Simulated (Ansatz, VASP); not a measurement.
Mg2InPtC6N6: VASP beside Ansatz

INCAR

```
  PREC = Accurate
  ENCUT = 520
  EDIFF = 1E-7
  ISMEAR = 0
  SIGMA = 0.1
  LREAL = Auto
  LASPH = True
  NELM = 100
  ALGO = Normal
  ISIF = 2
  LWAVE = False
  LCHARG = False
  GGA = PE
  NBANDS = 54
```

Contents of KPOINTS:

```
Automatic mesh
0
Gamma
  4 4 4
```

File POSCAR:

```
Mg2InPtC6N6
1.0
    0.0000000000      5.1845000000      5.1845000000
    5.1845000000      0.0000000000      5.1845000000
    5.1845000000      5.1845000000      0.0000000000
Mg In Pt C N
2 1 1 6 6
Direct
    0.2500000000      0.2500000000      0.2500000000
    0.7500000000      0.7500000000      0.7500000000
    0.5000000000      0.5000000000      0.5000000000
    0.0000000000      0.0000000000      0.0000000000
    0.8151220000      0.1848780000      0.1848780000
    0.1848780000      0.8151220000      0.1848780000
    0.1848780000      0.1848780000      0.8151220000
    0.1848780000      0.8151220000      0.8151220000
    0.8151220000      0.1848780000      0.8151220000
    0.8151220000      0.8151220000      0.1848780000
    0.7022856600      0.2977143400      0.2977143400
    0.2977143400      0.7022856600      0.2977143400
    0.2977143400      0.2977143400      0.7022856600
    0.2977143400      0.7022856600      0.7022856600
    0.7022856600      0.2977143400      0.7022856600
    0.7022856600      0.7022856600      0.2977143400
```

Input for Ansatz:

```yaml
crystal:
  lattice:
    - [0.0, 5.1845, 5.1845]
    - [5.1845, 0.0, 5.1845]
    - [5.1845, 5.1845, 0.0]
  atoms:
    - { symbol: Mg, position: [0.25, 0.25, 0.25] }
    - { symbol: Mg, position: [0.75, 0.75, 0.75] }
    - { symbol: In, position: [0.5, 0.5, 0.5] }
    - { symbol: Pt, position: [0.0, 0.0, 0.0] }
    - { symbol: C, position: [0.815122, 0.184878, 0.184878] }
    - { symbol: C, position: [0.184878, 0.815122, 0.184878] }
    - { symbol: C, position: [0.184878, 0.184878, 0.815122] }
    - { symbol: C, position: [0.184878, 0.815122, 0.815122] }
    - { symbol: C, position: [0.815122, 0.184878, 0.815122] }
    - { symbol: C, position: [0.815122, 0.815122, 0.184878] }
    - { symbol: "N", position: [0.70228566, 0.29771434, 0.29771434] }
    - { symbol: "N", position: [0.29771434, 0.70228566, 0.29771434] }
    - { symbol: "N", position: [0.29771434, 0.29771434, 0.70228566] }
    - { symbol: "N", position: [0.29771434, 0.70228566, 0.70228566] }
    - { symbol: "N", position: [0.70228566, 0.29771434, 0.70228566] }
    - { symbol: "N", position: [0.70228566, 0.70228566, 0.29771434] }
basis:
  ecutwfc: 420
kpoints:
  mp_grid: { grid: [4, 4, 4] }
hamiltonian:
  xc: pbe
scf:
  occupations: { method: gaussian, width: 0.1 }
  lower_state_search: "off"
output:
  forces: true
  stress: true
  eigenvalues: true
```

Alike in both runs: task single point; functional PBE; k mesh 4 × 4 × 4; occupations gaussian, width 0.1 eV; no spin polarisation.

```csv
,VASP,Ansatz
version,VASP 6.6.1,Ansatz 0.2.0
potentials or method,"VASP PAW PBE potentials, release 64 (Mg, In_d, Pt, C, N), cutoff 520 eV","scalar-relativistic, plane waves, PAW"
valence electrons in the cell,81,105
```

```tsv
	VASP	Ansatz	Ansatz less VASP
gap on the k mesh at the Fermi level (eV)	none	none	-
pressure (GPa)	12.1	11.8	-0.30
rms of the force components (eV/Å)	0.901	1.079	+0.1784
```

Atom by atom the forces differ by 0.182 eV/Å (rms over components). A gap of «none» marks a metal or a gap that the smearing closes. VASP's potentials hold 81 valence electrons a cell and Ansatz's 105, so a difference there can come from the potentials and not from the codes.

Neither program's run includes spin-orbit coupling. Noted on VASP's run: the standard files for N, O and F lose accuracy on very short bonds.
